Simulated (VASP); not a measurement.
Write the native input for VASP 6.6.1 that does the following.

```
Task                   : single point
Functional             : PBE
Potentials or basis    : VASP PAW PBE potentials, release 64 (In_d, As)
Cutoff                 : 500 eV
k mesh                 : 4 × 4 × 4
Occupations            : gaussian, width 0.1 eV
Spin                   : no spin polarisation
Dipole correction      : no
Further INCAR settings : ALGO = Normal; EDIFF = 1e-06; NBANDS = 16
```

The structure of InAs lies in POSCAR:

```
InAs
1.0
    0.0000000000      2.8773040000      2.8773040000
    2.8773040000      0.0000000000      2.8773040000
    2.8773040000      2.8773040000      0.0000000000
In As
1 1
Direct
    0.5000000000      0.5000000000      0.5000000000
    0.0000000000      0.0000000000      0.0000000000
```

These files were run (other wordings do the same):

INCAR

```
ALGO = Normal
EDIFF = 1E-6
ENCUT = 500
GGA = PE
GGA_COMPAT = False
ISIF = 2
ISMEAR = 0
LASPH = True
LCHARG = False
LREAL = False
LWAVE = False
NBANDS = 16
NELM = 120
PREC = Accurate
SIGMA = 0.1
```

KPOINTS

```
k-points
0
Gamma
  4 4 4
```

Potentials or basis: VASP PAW PBE potentials, release 64 (In_d, As).

The run is started by

```sh
$ cat potpaw_PBE.64/In_d/POTCAR potpaw_PBE.64/As/POTCAR > POTCAR
$ mpirun -np 1 vasp_std > vasp.out
```

Results of the run:

The pressure is 0.8 GPa and the band gap on the k mesh is zero (band 9 reaches 6.21 eV, above the bottom of band 10 at 3.76 eV).

Caveat: the k points lie up to 0.47 Å⁻¹ apart; spin-orbit coupling is left out, which moves the levels of the heavy elements.

Wall time 7.9 s on 1 thread of Intel Xeon 6975P-C, with other jobs on the host, peak memory 0.16 GiB.
